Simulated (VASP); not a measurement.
## Ni: single point with PBEsol

Ni:

```
Ni
1.0
    -1.27933    1.27933    1.27933
     1.27933   -1.27933    1.27933
     1.27933    1.27933   -1.27933
Ni
1
Direct
  0.00000 0.00000 0.00000
```

This cell differs from its parent crystal: volume scaled by 0.8.

```yaml
Program: VASP 6.6.1
Task: single point
Functional: PBEsol
Potentials_or_basis: VASP PAW PBE potentials, release 64 (Ni)
Cutoff: 520 eV
k_mesh: 21 × 21 × 21
Occupations: fermi-dirac, width 0.08 eV
Spin: collinear spin, ferromagnetic start
Starting_moments: "[1.0] μB"
```

| Property | Result |
| --- | --- |
| Pressure | 82.5 GPa |
| Band gap on the k mesh | zero (filled and empty bands overlap) |
| Net moment | 0.00 μB per cell |
| Valence electrons inside the program's atomic spheres | Ni 9.93 |

Levels at points of the mesh, in eV from the Fermi level:
Spin up:
| k point | band 1 | band 2 | band 3 | band 4 | band 5 | band 6 | band 7 | band 8 | band 9 | band 10 |
| --- | --- | --- | --- | --- | --- | --- | --- | --- | --- | --- |
| (0.00, 0.00, 0.00) | -10.86 | -2.78 | -2.78 | -2.78 | -0.83 | -0.83 | 29.12 | 29.12 | 29.12 | 36.14 |
Spin down:
```
           k point  band 3  band 4  band 5  band 6  band 7  band 8
(0.00, 0.00, 0.00)   -2.78   -2.78   -0.83   -0.83   29.12   29.12
```

Wall time 24 s on 1 thread of Intel(R) Xeon(R) 6975P-C (Granite Rapids) (shared host), peak memory 0.16 GiB.

Caveat: the PAW data sets were made with another functional, which shifts forces and pressure a little.
